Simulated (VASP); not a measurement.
Wanted: the native input for a VASP 6.6.1 run.

```
Task                   : single point
Functional             : r2SCAN
Potentials or basis    : VASP PAW PBE potentials, release 64 (B, N)
Cutoff                 : 520 eV
k mesh                 : 12 × 12 × 12
Occupations            : gaussian, width 0.01 eV
Spin                   : no spin polarisation
Dipole correction      : no
Further INCAR settings : ALGO = Normal; EDIFF = 1e-06; NBANDS = 11
```

The system is BN.

```
B N
1.0
     0.00000    1.76873    1.76873
     1.76873    0.00000    1.76873
     1.76873    1.76873    0.00000
B N
1 1
Direct
  0.00000 0.00000 0.00000
  0.25000 0.25000 0.25000
```

This cell differs from its parent crystal: strain -2.0%.

These files were run (other wordings do the same):

POSCAR

```
BN
1.0
    0.0000000000      1.7687289557      1.7687289557
    1.7687289557      0.0000000000      1.7687289557
    1.7687289557      1.7687289557      0.0000000000
B N
1 1
Direct
    0.0000000000      0.0000000000      0.0000000000
    0.2500000000      0.2500000000      0.2500000000
```

INCAR.step1

```
SYSTEM = BN
PREC = Accurate
ENCUT = 520
ISMEAR = 0
SIGMA = 0.01
LREAL = .False.
LASPH = .True.
NELM = 100
NBANDS = 11
GGA = PE
ALGO = Normal
EDIFF = 1E-4
LWAVE = .True.
LCHARG = .False.
```

INCAR.step2

```
SYSTEM = BN
PREC = Accurate
ENCUT = 520
EDIFF = 1E-6
ISMEAR = 0
SIGMA = 0.01
LREAL = .False.
LASPH = .True.
NELM = 100
ALGO = Normal
ISIF = 2
LWAVE = .False.
LCHARG = .False.
METAGGA = R2SCAN
LMIXTAU = .True.
NBANDS = 11
ISTART = 1
```

KPOINTS

```
regular mesh
0
Gamma
  12 12 12
  0 0 0
```

Potentials or basis: VASP PAW PBE potentials, release 64 (B, N).

The run is started by

```sh
$ cat potpaw_PBE.64/B/POTCAR potpaw_PBE.64/N/POTCAR > POTCAR
$ cp INCAR.step1 INCAR
$ mpirun -np 1 vasp_std > vasp.out
$ cp INCAR.step2 INCAR
$ mpirun -np 1 vasp_std > vasp.out
```

Results of the run:

- Pressure: 27.9 GPa
- Band gap on the k mesh: 5.05 eV, indirect (least direct gap 9.85 eV)

Caveat: the cell differs from its parent crystal (strain -2.0%); the PAW data sets were made with another functional, which shifts forces and pressure a little.

Wall time 61 s on 1 thread of AMD EPYC 7R13 Processor (Zen 3), with other jobs on the host, peak memory 0.09 GiB.
